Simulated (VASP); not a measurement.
Wanted: the native input for a VASP 6.6.1 run.

- Task: relaxation of cell and atoms
- Functional: revPBE
- Dispersion: D3(BJ)
- Potentials or basis: VASP PAW PBE potentials, release 64 (Ga_d, N)
- Cutoff: 600 eV
- k mesh: 10 × 10 × 5
- Occupations: fermi-dirac, width 0.05 eV
- Spin: no spin polarisation
- Dipole correction: no
- Further INCAR settings: ALGO = Normal; EDIFF = 1e-06; IBRION = 2; EDIFFG = -0.01; NSW = 60; ISIF = 3

The structure of GaN lies in POSCAR:

```
GaN
1.0
    3.1800000000      0.0000000000      0.0000000000
   -1.5900000000      2.7539607840      0.0000000000
    0.0000000000      0.0000000000      5.1660000000
Ga N
2 2
Direct
    0.6666666667      0.3333333333      0.5000000000
    0.3333333333      0.6666666667      0.0000000000
    0.6666666667      0.3333333333      0.8750000000
    0.3333333333      0.6666666667      0.3750000000
```

These files were run (other wordings do the same):

INCAR

```
SYSTEM = GaN
ALGO = Normal
EDIFF = 1E-6
EDIFFG = -0.01
ENCUT = 600
GGA = RE
IBRION = 2
ISIF = 3
ISMEAR = -1
IVDW = 12
LASPH = .True.
LCHARG = .False.
LREAL = .False.
LWAVE = .False.
NELM = 80
NSW = 60
PREC = Accurate
SIGMA = 0.05
```

KPOINTS

```
k-points
0
Gamma
  10 10 5
  0 0 0
```

Potentials or basis: VASP PAW PBE potentials, release 64 (Ga_d, N).

Run with:

```bash
$ cat potpaw_PBE.64/Ga_d/POTCAR potpaw_PBE.64/N/POTCAR > POTCAR
$ mpirun -np 1 vasp_std > vasp.out
```

It gave:

| Quantity | Value |
| --- | --- |
| Relaxed volume | 11.47 Å³/atom |
| Relaxed cell | a = 3.190 Å, b = 3.190 Å, c = 5.204 Å, α = 90.00°, β = 90.00°, γ = 120.00° |
| Space group after relaxing (to 0.05 Å) | P6_3mc (No. 186) |
| Energy gained by relaxing | 1.6 meV/atom |
| Ionic steps | 3 |
| Pressure after relaxing | 0.0 GPa |
| Band gap on the k mesh | 1.92 eV, direct |
| Dispersion energy per atom | -0.489 eV |

Caveat: the PAW data sets were made with another functional, which shifts forces and pressure a little.

Run time: 3.7 min on 1 thread of Intel Xeon 8259CL, with other jobs on the host, peak memory 0.22 GiB.
